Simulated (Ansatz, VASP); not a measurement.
Cu: VASP beside Ansatz

```
Cu
1.0
     2.56651    0.00000    0.00000
    -1.28326    2.22267    0.00000
     0.00000    0.00000   22.28660
Cu
4
Direct
  0.00000 0.00000 0.36023
  0.33333 0.66667 0.45316
  0.66667 0.33333 0.54684
  0.00000 0.00000 0.63977
```

Alike in both runs: functional PBE; k mesh 15 × 15 × 1; occupations fermi-dirac, width 0.1 eV; no spin polarisation.

Ansatz relaxed the structure, and its values are those at the end. VASP's run is a single point on that final structure, the one shown.

```csv
,VASP,Ansatz
version,VASP 6.6.1,Ansatz 0.2.0
potentials or method,"VASP PAW PBE potentials, release 64 (Cu)","PAW with Ansatz's default frozen-core files, scalar-relativistic"
plane-wave cutoff (eV),520,420
valence electrons in the cell,44,76
```

Ansatz gave:

```
rms of the force components (eV/Å) : 0.001
```

Task: What did VASP give for the same quantities?

Result: rms of the force components (eV/Å): 0.009.

VASP's potentials hold 44 valence electrons a cell and Ansatz's 76, so a difference there can come from the potentials and not from the codes. Ansatz's warnings: stress scf threshold loose.
